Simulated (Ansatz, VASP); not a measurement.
One calculation of B6P7, two programs

```
P B
1.0
     7.01339    0.46436    0.04241
     0.46436    7.26593    0.09426
     0.04241    0.09426    7.18247
P B
14 12
Cartesian
  6.2708 1.2242 2.3961
  5.6503 4.1317 1.2061
  5.2389 2.0415 4.6463
  0.9189 0.9023 6.4488
  5.5874 4.0988 6.1616
  3.0122 6.3140 5.1218
  2.3583 6.6358 2.2823
  0.9231 4.6080 2.6912
  6.5480 7.7112 5.5697
  2.8894 2.7734 0.1038
  1.3926 1.8353 4.0982
  2.0804 4.5734 6.5661
  3.6746 4.3264 2.4619
  5.4678 6.5401 3.7812
  4.4210 7.1250 5.9938
  4.0900 6.0126 1.7514
  3.7529 4.2325 5.7627
  4.5714 2.2349 6.5293
  4.2123 6.7828 0.4387
  2.8780 1.0662 2.6887
  0.3017 3.1796 1.1860
  5.3373 7.2010 1.5766
  4.1548 1.4215 1.7287
  3.2122 1.0627 6.9186
  1.3568 3.6716 4.1517
  2.9999 4.1534 4.3149
```

Alike in both runs: task single point; functional PBE; k mesh 3 × 3 × 3; occupations fermi-dirac, width 0.2482 eV; no spin polarisation.

|  | VASP | Ansatz |
| --- | --- | --- |
| version | VASP 6.6.1 | Ansatz 0.2.0 |
| potentials or method | VASP PAW PBE potentials, release 64 (P, B), cutoff 520 eV | scalar-relativistic, plane waves, PAW |
| valence electrons in the cell | 106 | 106 |

|  | VASP | Ansatz | Ansatz less VASP |
| --- | --- | --- | --- |
| gap on the k mesh at the Fermi level (eV) | none | none | - |
| rms of the force components (eV/Å) | 1.240 | 1.249 | +0.0090 |

Atom by atom the forces differ by 0.023 eV/Å (rms over components). A gap of «none» marks a metal or a gap that the smearing closes. The functional is the same, so the differences come from potentials, cutoffs and numerics.
